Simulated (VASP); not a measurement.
A run of VASP 6.6.1:

Contents of INCAR:

```
SYSTEM = TiB2
PREC = Accurate
ENCUT = 520
EDIFF = 1E-8
ISMEAR = -1
SIGMA = 0.08
LREAL = .False.
LASPH = .True.
NELM = 60
ALGO = Normal
ISIF = 2
LWAVE = .False.
LCHARG = .False.
GGA = PE
LEFG = .True.
NBANDS = 16
```

KPOINTS

```
regular mesh
0
Gamma
  15 15 13
  0 0 0
```

Contents of POSCAR:

```
TiB2
1.0
    2.9989062196      0.0000000000      0.0000000000
   -1.4994531098      2.5971289697      0.0000000000
    0.0000000000      0.0000000000      3.2284000000
Ti B
1 2
Direct
    0.0000000000      0.0000000000      0.0000000000
    0.3333333333      0.6666666667      0.5000000000
    0.6666666667      0.3333333333      0.5000000000
```

Potentials or basis: VASP PAW PBE potentials, release 64 (Ti_sv, B).

Run with:

```bash
$ cat potpaw_PBE.64/Ti_sv/POTCAR potpaw_PBE.64/B/POTCAR > POTCAR
$ mpirun -np 1 vasp_std > vasp.out
```

Hardware: 1 thread of AMD EPYC 9R14 (Zen 4), on a shared host.

Q: How long does it take, and how much memory?

A: It took 53 s on 1 thread of AMD EPYC 9R14 (Zen 4), with other jobs on the host, peak memory 0.16 GiB. Counts: scf iterations 17, k points 189.
